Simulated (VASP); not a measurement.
Write the native input for VASP 6.6.1 that does the following.

```yaml
Task: single point
Functional: HSE06
Potentials_or_basis: VASP PAW PBE potentials, release 64 (Hg, Se)
Cutoff: 400 eV
k_mesh: 7 × 7 × 7
Occupations: fermi-dirac, width 0.05 eV
Spin: no spin polarisation
Dipole_correction: no
Grid_for_exact_exchange_PRECFOCK: Normal
Further_INCAR_settings: ALGO = Normal; EDIFF = 1e-06; NBANDS = 16
Share_of_exact_exchange: 0.25
Screening_parameter: 0.2079 1/Å
```

HgSe:

```xyz
2
Lattice="0.0000 3.0671 3.0671 3.0671 0.0000 3.0671 3.0671 3.0671 0.0000" Properties=species:S:1:pos:R:3 pbc="T T T"
Hg    0.0000    0.0000    0.0000
Se    1.5336    1.5336    1.5336
```

The input as run:

POSCAR

```
HgSe
1.0
    0.0000000000      3.0671140000      3.0671140000
    3.0671140000      0.0000000000      3.0671140000
    3.0671140000      3.0671140000      0.0000000000
Hg Se
1 1
Direct
    0.0000000000      0.0000000000      0.0000000000
    0.2500000000      0.2500000000      0.2500000000
```

INCAR.step1

```
PREC = Accurate ; ENCUT = 400
EDIFF = 1E-5 ; ISMEAR = -1
SIGMA = 0.05 ; LREAL = F
LASPH = T ; NELM = 120
ALGO = Normal ; ISIF = 2
LWAVE = T ; LCHARG = F
GGA = PE ; NBANDS = 16
GGA_COMPAT = F
```

INCAR.step2

```
PREC = Accurate ; ENCUT = 400
EDIFF = 1E-6 ; ISMEAR = -1
SIGMA = 0.05 ; LREAL = F
LASPH = T ; NELM = 120
ALGO = Normal ; ISIF = 2
LWAVE = F ; LCHARG = F
GGA = PE ; LHFCALC = T
HFSCREEN = 0.2079 ; PRECFOCK = Normal
ISTART = 1 ; NBANDS = 16
GGA_COMPAT = F
```

KPOINTS

```
Automatic mesh
0
Gamma
  7 7 7
```

Potentials or basis: VASP PAW PBE potentials, release 64 (Hg, Se).

Launch:

```bash
$ cat potpaw_PBE.64/Hg/POTCAR potpaw_PBE.64/Se/POTCAR > POTCAR
$ cp INCAR.step1 INCAR
$ mpirun -np 1 vasp_std > vasp.out
$ cp INCAR.step2 INCAR
$ mpirun -np 1 vasp_std > vasp.out
```

It gave:

```json
{
  "Pressure": "1.3 GPa",
  "Band gap on the k mesh": "zero (filled and empty bands touch)"
}
```

Caveat: the PAW data sets were made with another functional, which shifts forces and pressure a little; spin-orbit coupling is left out, which moves the levels of the heavy elements.

Wall time 59 min on 1 thread of Intel(R) Xeon(R) Platinum 8488C (Sapphire Rapids) (shared host), peak memory 0.3 GiB.
